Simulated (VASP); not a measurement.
# Zn3O2 (R-3m) in VASP: notebook

The runs below take Zn3O2 through single point, with PBE.

All numbers are computed with VASP 6.6.1; they aren't measurements. Logs are shortened: lines on timing, memory, paths and dates and some standing lists are left out, and cuts for length are marked.

**1. The cell of the first run**

Symmetry: R-3m, No. 166, trigonal system. The conventional cell has a = 3.040 Å, b = 3.040 Å, c = 21.432 Å, α = 90.00°, β = 90.00°, γ = 120.00°. Zn (site symmetry -3m) has 6 O at 2.16 Å within 2.9 Å. Within 2.9 Å of Zn (site symmetry 3m) lie 3 O at 2.19 Å and 3 Zn at 2.68 Å. Within 2.9 Å of O (site symmetry 3m) lie 6 Zn at 2.16 to 2.19 Å.

**2. Single point, PBE**

File INCAR:

```
SYSTEM = Zn3O2
ALGO     = Normal         ! electronic algorithm
EDIFF    = 1E-6           ! SCF threshold, eV
ENCUT    = 520            ! plane-wave cutoff, eV
GGA      = PE             ! functional
ISIF     = 2              ! what is computed and relaxed
ISMEAR   = 0              ! smearing method
LASPH    = .True.         ! aspherical terms in the spheres
LCHARG   = .True.         ! write CHGCAR
LELF     = .True.         ! ELF
LREAL    = .False.        ! projectors in reciprocal space
LVHAR    = .True.       
LWAVE    = .False.        ! write WAVECAR
NBANDS   = 32             ! bands
NELM     = 80             ! most SCF steps
PREC     = Accurate       ! precision mode
SIGMA    = 0.1            ! smearing width, eV
```

File KPOINTS:

```
k-points
0
Gamma
  6 6 6
  0 0 0
```

File POSCAR:

```
Zn3O2
1.0
    1.5202335257      0.8777072353      7.1438409589
   -1.5202335257      0.8777072353      7.1438409589
    0.0000000000     -1.7554144705      7.1438409589
Zn O
3 2
Direct
    0.0000000000      0.0000000000      0.0000000000
    0.2139454033      0.2139454033      0.2139454033
    0.7860545967      0.7860545967      0.7860545967
    0.3917984630      0.3917984630      0.3917984630
    0.6082015370      0.6082015370      0.6082015370
```

Potentials or basis: VASP PAW PBE potentials, release 64 (Zn, O).

Launch:

```
$ cat potpaw_PBE.64/Zn/POTCAR potpaw_PBE.64/O/POTCAR > POTCAR
$ mpirun -np 1 vasp_std > vasp.out
```

OUTCAR:

```text
SYSTEM = Zn3O2
   EDIFF = 1E-6
   ENCUT = 520
   GGA = PE
   ISIF = 2
   ISMEAR = 0
   LASPH = .True.
   LREAL = .False.
   NELM = 80
   PREC = Accurate

 ion  position               nearest neighbor table
   1  0.000  0.000  0.000-   5 2.16   4 2.16   5 2.16   5 2.16   4 2.16   4 2.16
   2  0.214  0.214  0.214-   5 2.19   5 2.19   5 2.19   3 2.68   3 2.68   3 2.68
   3  0.786  0.786  0.786-   4 2.19   4 2.19   4 2.19   2 2.68   2 2.68   2 2.68
   4  0.392  0.392  0.392-   1 2.16   1 2.16   1 2.16   3 2.19   3 2.19   3 2.19
   5  0.608  0.608  0.608-   1 2.16   1 2.16   1 2.16   2 2.19   2 2.19   2 2.19

  LATTYP: Found a trigonal (rhomboedric) cell.
 ALAT       =     7.3563539617
 COS(alpha) =     0.9145867255

  Lattice vectors:

 A1 = (   1.5202335257,   0.8777072353,   7.1438409589)
 A2 = (  -1.5202335257,   0.8777072353,   7.1438409589)
 A3 = (   0.0000000000,  -1.7554144705,   7.1438409589)

Analysis of symmetry for initial positions (statically):
=====================================================================
 Subroutine PRICEL returns:
 Original cell was already a primitive cell.

 Routine SETGRP: Setting up the symmetry group for a
 trigonal (rhombohedral) supercell.

 Subroutine GETGRP returns: Found 12 space group operations
 (whereof 12 operations were pure point group operations)
 out of a pool of 12 trial point group operations.

The static configuration has the point symmetry D_3d.

Analysis of symmetry for dynamics (positions and initial velocities):
=====================================================================
 Subroutine PRICEL returns:
 Original cell was already a primitive cell.

 Routine SETGRP: Setting up the symmetry group for a
 trigonal (rhombohedral) supercell.

 Subroutine GETGRP returns: Found 12 space group operations
 (whereof 12 operations were pure point group operations)
 out of a pool of 12 trial point group operations.

The dynamic configuration has the point symmetry D_3d.

 Subroutine INISYM returns: Found 12 space group operations
 (whereof 12 operations are pure point group operations),
 and found     1 'primitive' translations

----------------------------------------------------------------------------------------

                                     Primitive cell
[... 95 lines left out ...]
   ENCUT  =  520.0 eV  38.22 Ry    6.18 a.u.  13.68 13.68 13.68*2*pi/ulx,y,z
   NELM   =     80;   NELMIN=  2; NELMDL= -5     # of ELM steps
   EDIFF  = 0.1E-05   stopping-criterion for ELM
   LREAL  =      F    real-space projection
   EDIFFG = 0.1E-04   stopping-criterion for IOM
   NSW    =      0    number of steps for IOM
   IBRION =     -1    ionic relax: 0-MD 1-quasi-New 2-CG
   NFREE  =      0    steps in history (QN), initial steepest desc. (CG)
   ISIF   =      2    stress and relaxation
   ISYM   =      2    0-nonsym 1-usesym 2-fastsym
   POTIM  = 0.5000    time-step for ionic-motion
   TEBEG  =    0.0;   TEEND  =   0.0 temperature during run
   PSTRESS=    0.0 pullay stress
   NELECT =      48.0000    total number of electrons
   NUPDOWN=      -1.0000    fix difference up-down
   EMIN   =  10.00;   EMAX   =-10.00  energy-range for DOS
   EFERMI =   0.00;   METHOD = LEGACY
   ISMEAR =     0;   SIGMA  =   0.10  broadening in eV -4-tet -1-fermi 0-gaus
   EFERMI_NEDOS =   21; number of points for ismear=-14 and -15
   IALGO  =     38    algorithm
   IMIX   =      4    mixing-type and parameters
     AMIX     =   0.40;   BMIX     =  1.00
     AMIX_MAG =   1.60;   BMIX_MAG =  1.00
  volume/ion in A,a.u.               =      11.44        77.19
  Fermi-wavevector in a.u.,A,eV,Ry     =   1.544214  2.918142 32.444423  2.384598
  Thomas-Fermi vector in A             =   2.649767
   LORBIT       =      0    0 simple, 1 ext, 2 COOP (PROOUT), +10 PAW based schemes
   GGA     = PE    functional components
   LHFCALC =     F    Hartree Fock is set to
   AEXX    =    0.0000 exact exchange contribution
   IVDW    =     0    specifies the selected vdW correction
   LEPSILON=     F    determine dielectric tensor
   LRPA    =     F    only Hartree local field effects (RPA)
 non-spin polarized calculation
 Gauss-broadening in eV      SIGMA  =   0.10
  energy-cutoff  :      520.00
  volume of cell :       57.19
 maximum number of plane-waves:      1562
   NGX = 27   NGY = 27   NGZ = 27

 number of electron      47.9999987 magnetization

 Free energy of the ion-electron system (eV)
  ---------------------------------------------------
  ext. energy  EPLUGINS =         0.00000000
  ---------------------------------------------------
  free energy    TOTEN  =       -18.03750697 eV

  energy without entropy =      -18.03345332  energy(sigma->0) =      -18.03548014

 E-fermi :   3.9218     XC(G=0): -11.8100

 val. band max:        3.9207582145   @ k =  -0.3333   0.1667   0.1667
 cond. band min:       3.9656723392   @ k =  -0.3333   0.3333   0.0000
 fundamental gap:      0.0449141247
 Fermi energy:         3.9218131212

 k-point     1 :       0.0000    0.0000    0.0000
  band No.  band energies     occupation
      1     -16.1066      2.00000
      2     -15.4476      2.00000
      3      -5.3957      2.00000
      4      -4.0427      2.00000
      5      -3.8336      2.00000
      6      -3.8336      2.00000
[... 829 lines left out ...]
     31      12.5505      0.00000
     32      13.3230      0.00000

 [... further k-points ...]

------------------------ aborting loop because EDIFF is reached ----------------------------------------

  FORCE on cell =-STRESS in cart. coord.  units (eV):
  Direction    XX          YY          ZZ          XY          YZ          ZX
  --------------------------------------------------------------------------------------
  -------------------------------------------------------------------------------------
  Total        0.1538493      0.1538493      0.2313683      0.0000000      0.0000000     -0.0000000
  in kB        4.3098594      4.3098594      6.4814391      0.0000000      0.0000000     -0.0000000
  external PRESSURE =       5.0337193 kB  Pullay stress =       0.0000000 kB

 VOLUME and BASIS-vectors are now :
 -----------------------------------------------------------------------------
  energy-cutoff  :      520.00
  volume of cell :       57.19
      direct lattice vectors                 reciprocal lattice vectors
     1.520233526  0.877707235  7.143840959     0.328896838  0.189888678  0.046660240
    -1.520233526  0.877707235  7.143840959    -0.328896838  0.189888678  0.046660240
     0.000000000 -1.755414471  7.143840959     0.000000000 -0.379777356  0.046660240

 POSITION                                       TOTAL-FORCE (eV/Angst)
 -----------------------------------------------------------------------------------
      0.00000      0.00000      0.00000         0.000000      0.000000      0.000000
      0.00000      0.00000      4.58518         0.000000     -0.000000     -0.020958
      0.00000      0.00000     16.84635         0.000000      0.000000      0.020958
      0.00000      0.00000      8.39684         0.000000      0.000000      0.004517
      0.00000      0.00000     13.03469         0.000000     -0.000000     -0.004517
 -----------------------------------------------------------------------------------
    total drift:                                0.000000      0.000000      0.000000

  FREE ENERGIE OF THE ION-ELECTRON SYSTEM (eV)
  ---------------------------------------------------
  free  energy   TOTEN  =       -18.0375069674 eV

  energy  without entropy=      -18.0334533220  energy(sigma->0) =      -18.03548014
```

Run time: 2.6 min. Hardware: 1 thread of Intel Xeon 6975P-C (Granite Rapids), shared host; peak memory 0.43 GiB.

What came out:

* Free energy: -18.0375 eV
* Pressure: 0.5 GPa
* Largest force: 0.021 eV/Å
* Band gap on the k mesh: zero (bands 24 and 25 overlap by 1.14 eV)

Forces in eV/Å, atoms in the order of the input:
```
Zn   0.000  0.000  0.000
Zn   0.000  0.000 -0.021
Zn   0.000  0.000  0.021
O    0.000  0.000  0.005
O    0.000  0.000 -0.005
```

Stress tensor (GPa, compression positive):
```
0.43 0.00 0.00
0.00 0.43 0.00
0.00 0.00 0.65
```

Caveat: the k points lie up to 0.40 Å⁻¹ apart, too coarse for converged energies and pressures of a metal.

**3. Single point, PBE**

This run uses another cell than the first one, of 11.63 Å³/atom.

File INCAR:

```
ALGO     = Normal         # electronic algorithm
EDIFF    = 1E-6           # SCF threshold, eV
ENCUT    = 520            # plane-wave cutoff, eV
GGA      = PE             # functional
ISIF     = 2              # what is computed and relaxed
ISMEAR   = 0              # smearing method
LASPH    = T              # aspherical terms in the spheres
LCHARG   = F              # write CHGCAR
LREAL    = F              # projectors in reciprocal space
LWAVE    = F              # write WAVECAR
NBANDS   = 32             # bands
NELM     = 80             # most SCF steps
PREC     = Accurate       # precision mode
SIGMA    = 0.1            # smearing width, eV
```

File KPOINTS:

```
k-points
0
Gamma
  6 6 6
```

File POSCAR:

```
Zn3O2
1.0
    1.5354499553      0.8864924450      7.1175894086
   -1.5354499553      0.8864924450      7.1175894086
    0.0000000000     -1.7729848900      7.1175894086
Zn O
3 2
Direct
    0.0000000000      0.0000000000      0.0000000000
    0.2095000000      0.2095000000      0.2095000000
    0.7905000000      0.7905000000      0.7905000000
    0.4000000000      0.4000000000      0.4000000000
    0.6000000000      0.6000000000      0.6000000000
```

Potentials or basis: VASP PAW PBE potentials, release 64 (Zn, O).

Launch:

```
$ cat potpaw_PBE.64/Zn/POTCAR potpaw_PBE.64/O/POTCAR > POTCAR
$ mpirun -np 1 vasp_std > vasp.out
```

Run time: 2.9 min. Hardware: 1 thread of Intel Xeon 6975P-C (Granite Rapids), shared host; peak memory 0.39 GiB.

It converged, with:

```
Free energy            : -17.7051 eV
Pressure               : -1.7 GPa
Largest force          : 1.490 eV/Å
Band gap on the k mesh : zero (bands 24 and 25 overlap by 1.30 eV)
```

Forces in eV/Å, atoms in the order of the input:
```
Zn   0.000  0.000  0.000
Zn   0.000  0.000  0.589
Zn   0.000  0.000 -0.589
O    0.000  0.000 -1.490
O    0.000  0.000  1.490
```

Stress tensor (GPa, compression positive):
```
-1.98  0.00  0.00
 0.00 -1.98  0.00
 0.00  0.00 -1.20
```

Levels at points of the mesh, in eV from the Fermi level:
```tsv
k point	band 20	band 21	band 22	band 23	band 24	band 25	band 26	band 27	band 28	band 29
(0.00, 0.00, 0.00)	-4.73	-2.84	-2.84	-2.59	-2.59	0.85	1.24	7.27	7.72	11.06
(0.50, 0.00, 0.00)	-5.15	-3.76	-3.60	-3.12	-1.35	-0.14	2.66	4.67	5.64	6.48
(0.50, 0.50, 0.00)	-4.64	-4.32	-3.87	-2.88	-1.39	0.37	2.62	3.37	6.25	6.96
(0.50, 0.50, 0.50)	-2.91	-2.91	-2.78	-2.52	-2.52	-1.29	3.20	4.88	10.37	10.37
```

Caveat: the k points lie up to 0.40 Å⁻¹ apart, too coarse for converged energies and pressures of a metal; forces of over 1 eV/Å act on the atoms, so gaps and moduli don't describe the material at rest.
